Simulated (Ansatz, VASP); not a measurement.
# In: VASP beside Ansatz

INCAR

```
  ALGO = Normal
  EDIFF = 1E-7
  ENCUT = 520
  GGA = PE
  ISIF = 2
  ISMEAR = -1
  LASPH = True
  LCHARG = False
  LREAL = False
  LWAVE = False
  NBANDS = 12
  NELM = 100
  PREC = Accurate
  SIGMA = 0.05
```

File KPOINTS:

```
k-points
0
Gamma
  11 11 11
```

POSCAR

```
In
1.0
   -1.6145604767      1.6145604767      2.4570974863
    1.6145604767     -1.6145604767      2.4570974863
    1.6145604767      1.6145604767     -2.4570974863
In
1
Direct
    0.0000000000      0.0000000000      0.0000000000
```

File input.yaml:

```yaml
crystal:
  lattice:
    - [-1.6145604767, 1.6145604767, 2.4570974863]
    - [1.6145604767, -1.6145604767, 2.4570974863]
    - [1.6145604767, 1.6145604767, -2.4570974863]
  atoms:
    - { symbol: In, position: [0.0, 0.0, 0.0] }
kpoints:
  mp_grid: { grid: [11, 11, 11] }
scf:
  occupations: { method: fermi_dirac, width: 0.05 }
hamiltonian:
  xc: pbe
  pseudopotentials: { kind: all_electron, lapw: { basis_error: 0.0005 } }
output:
  forces: true
  stress: true
  eigenvalues: true
```

Change from the starting cell: volume scaled by 0.98.

Alike in both runs: task single point; functional PBE; k mesh 11 × 11 × 11; occupations fermi-dirac, width 0.05 eV; no spin polarisation.

|  | VASP | Ansatz |
| --- | --- | --- |
| version | VASP 6.6.1 | Ansatz 0.2.0 |
| potentials or method | VASP PAW PBE potentials, release 64 (In_d), cutoff 520 eV | all-electron LAPW, scalar-relativistic |

```csv
,VASP,Ansatz,Ansatz less VASP
gap on the k mesh at the Fermi level (eV),none,none,-
pressure (GPa),3.0,3.0,+0.04
"traceless stress, the component that is largest in VASP (GPa)",-0.44,-0.44,0.000
```

A gap of «none» marks a metal or a gap that the smearing closes. Ansatz ran all-electron here, and VASP with PAW potentials.
